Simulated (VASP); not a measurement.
Set up this calculation in VASP 6.6.1, as the native input.

| Quantity | Value |
| --- | --- |
| Task | single point |
| Functional | LDA |
| Potentials or basis | VASP PAW LDA potentials, release 64 (Re) |
| Cutoff | 520 eV |
| k mesh | 21 × 21 × 12 |
| Occupations | gaussian, width 0.15 eV |
| Spin | no spin polarisation |
| Dipole correction | no |
| Further INCAR settings | ALGO = Fast; EDIFF = 1e-07; NBANDS = 14 |

The structure of Re lies in POSCAR:

```
Re
1.0
    2.6408962415      0.0000000000      0.0000000000
   -1.3204481208      2.5026198737      0.0000000000
    0.0000000000      0.0000000000      4.4735766300
Re
2
Direct
    0.3333333333      0.6666666667      0.2500000000
    0.6666666667      0.3333333333      0.7500000000
```

This cell differs from its parent crystal: strain -0.0450 x Voigt [1, -1, 0, 0, 0, 0].

These files were run (other wordings do the same):

INCAR

```
PREC = Accurate ; ENCUT = 520
EDIFF = 1E-7 ; ISMEAR = 0
SIGMA = 0.15 ; LREAL = False
LASPH = True ; NELM = 60
ALGO = Fast ; ISIF = 2
LWAVE = False ; LCHARG = True
LELF = True ; LVHAR = True
NBANDS = 14
```

KPOINTS

```
regular mesh
0
Gamma
  21 21 12
```

Potentials or basis: VASP PAW LDA potentials, release 64 (Re).

Launch:

```bash
$ cat potpaw_LDA.64/Re/POTCAR > POTCAR
$ mpirun -np 1 vasp_std > vasp.out
```

It gave:

```json
{
 "Pressure": "-8.4 GPa",
 "Largest force": "0.252 eV/Å",
 "Band gap on the k mesh": "zero (bands 7 and 8 overlap by 3.13 eV)"
}
```

Caveat: the cell differs from its parent crystal (strain -0.0450 x Voigt [1, -1, 0, 0, 0, 0]); the stress differs along the axes, from -23 to 9 GPa; spin-orbit coupling is left out, which moves the levels of the heavy elements.

Wall time 6.3 min on 1 thread of Intel(R) Xeon(R) Platinum 8375C CPU @ 2.90GHz (Ice Lake), on a shared host, peak memory 0.39 GiB.
